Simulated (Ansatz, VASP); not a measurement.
**Two plane-wave programs on Si3As**

```
CELL_PARAMETERS angstrom
3.64165 2.10251 2.97313
-3.64165 2.10251 2.97313
0.00000 -4.20502 2.97313
ATOMIC_POSITIONS crystal
Si 0.75005 0.24993 0.75005
Si 0.75005 0.75005 0.24993
Si 0.24993 0.75005 0.75005
Si 0.24995 0.75007 0.24995
Si 0.75007 0.24995 0.24995
Si 0.24995 0.24995 0.75007
As 0.25012 0.25012 0.25012
As 0.74988 0.74988 0.74988
```

Alike in both runs: functional PBE; k mesh 6 × 6 × 6; occupations gaussian, width 0.1 eV; no spin polarisation.

Ansatz relaxed the structure, and its values are those at the end. VASP's run is a single point on that final structure, the one shown.

```csv
,VASP,Ansatz
version,VASP 6.6.1,Ansatz 0.2.0
potentials or method,"VASP PAW PBE potentials, release 64 (Si, As), cutoff 520 eV","scalar-relativistic, plane waves, PAW"
valence electrons in the cell,34,54
```

```tsv
	VASP	Ansatz	Ansatz less VASP
gap on the k mesh at the Fermi level (eV)	none	none	-
pressure (GPa)	0.1	0.0	-0.11
```

A gap of «none» marks a metal or a gap that the smearing closes. VASP's potentials hold 34 valence electrons a cell and Ansatz's 54, so a difference there can come from the potentials and not from the codes.
